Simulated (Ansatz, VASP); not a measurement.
# Ba in VASP and in Ansatz

The input INCAR:

```
  PREC = Accurate
  ENCUT = 520
  EDIFF = 1E-6
  ISMEAR = 0
  SIGMA = 0.15
  LREAL = False
  LASPH = True
  NELM = 80
  ALGO = Fast
  ISIF = 2
  LWAVE = False
  LCHARG = False
  GGA = PE
  NBANDS = 11
```

KPOINTS

```
Automatic mesh
0
Gamma
  14 14 14
```

The input POSCAR:

```
Ba
1.0
   -2.5125000000      2.5125000000      2.5000000000
    2.5125000000     -2.5125000000      2.5000000000
    2.4875000000      2.4875000000     -2.5000000000
Ba
1
Direct
    0.0000000000      0.0000000000      0.0000000000
```

Input for Ansatz:

```yaml
crystal:
  lattice:
    - [-2.5125, 2.5125, 2.5]
    - [2.5125, -2.5125, 2.5]
    - [2.4875, 2.4875, -2.5]
  atoms:
    - { symbol: Ba, position: [0.0, 0.0, 0.0] }
basis:
  ecutwfc: 420
kpoints:
  mp_grid: { grid: [14, 14, 14] }
hamiltonian:
  xc: pbe
scf:
  occupations: { method: gaussian, width: 0.15 }
output:
  forces: true
  stress: true
  eigenvalues: true
```

Change from the starting cell: strain -0.0100 x Voigt [0, 0, 0, 0, 0, 1], atoms carried along.

Alike in both runs: task single point; functional PBE; k mesh 14 × 14 × 14; occupations gaussian, width 0.15 eV; no spin polarisation.

|  | VASP | Ansatz |
| --- | --- | --- |
| version | VASP 6.6.1 | Ansatz 0.2.0 |
| potentials or method | VASP PAW PBE potentials, release 64 (Ba_sv), cutoff 520 eV | scalar-relativistic, plane waves, PAW |
| valence electrons in the cell | 10 | 10 |

Ansatz gave:

| Property | Result |
| --- | --- |
| gap on the k mesh at the Fermi level (eV) | none |
| pressure (GPa) | 0.1 |
| traceless stress, the component that is largest in VASP (GPa) | 0.11 |

Task: Which values does VASP return?

Result: gap on the k mesh at the Fermi level (eV): none; pressure (GPa): 0.2; traceless stress, the component that is largest in VASP (GPa): 0.11.

A gap of «none» marks a metal or a gap that the smearing closes. The functional is the same, so the differences come from potentials, cutoffs and numerics.

Neither program's run includes spin-orbit coupling.
